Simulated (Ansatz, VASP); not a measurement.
**One calculation of SnSe, two programs**

```
Sn Se
1.0
     0.00000    3.01000    3.10030
     3.01000    0.00000    3.10030
     3.01000    3.01000    0.00000
Sn Se
1 1
Direct
  0.00000 0.00000 0.00000
  0.50000 0.50000 0.50000
```

Change from the starting cell: zz strain of +3 %.

Alike in both runs: task single point; functional PBE; k mesh 9 × 9 × 9; occupations fermi-dirac, width 0.02 eV; no spin polarisation.

|  | VASP | Ansatz |
| --- | --- | --- |
| version | VASP 6.6.1 | Ansatz 0.2.0 |
| potentials or method | VASP PAW PBE potentials, release 64 (Sn_d, Se), cutoff 520 eV | all-electron LAPW, scalar-relativistic |

```tsv
	VASP	Ansatz	Ansatz less VASP
pressure (GPa)	-0.3	-0.3	+0.01
traceless stress, the component that is largest in VASP (GPa)	-1.99	-1.98	+0.008
```

Ansatz ran all-electron here, and VASP with PAW potentials.
